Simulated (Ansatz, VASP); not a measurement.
Two plane-wave programs on TaRu2

```
Ta Ru
1.0
     0.00000    2.99042    2.99042
     2.99042    0.00000    2.99042
     2.99042    2.99042    0.00000
Ta Ru
1 2
Cartesian
  2.9904 2.9904 2.9904
  4.4856 4.4856 4.4856
  1.4952 1.4952 1.4952
```

Alike in both runs: functional PBE; k mesh 14 × 14 × 14; occupations gaussian, width 0.1 eV; no spin polarisation.

Ansatz relaxed the structure, and its values are those at the end. VASP's run is a single point on that final structure, the one shown.

|  | VASP | Ansatz |
| --- | --- | --- |
| version | VASP 6.6.1 | Ansatz 0.2.0 |
| potentials or method | VASP PAW PBE potentials, release 64 (Ta_pv, Ru_pv), cutoff 520 eV | scalar-relativistic, plane waves, PAW |
| valence electrons in the cell | 39 | 45 |

VASP gave:

```
gap on the k mesh at the Fermi level (eV) : none
pressure (GPa)                            : 0.3
```

**Question.** What did Ansatz give for the same quantities?

**Answer.** gap on the k mesh at the Fermi level (eV): none; pressure (GPa): 0.0.

A gap of «none» marks a metal or a gap that the smearing closes. The functional is the same, so the differences come from potentials, cutoffs and numerics. VASP's potentials hold 39 valence electrons a cell and Ansatz's 45, so a difference there can come from the potentials and not from the codes.

Spin-orbit coupling is off throughout.
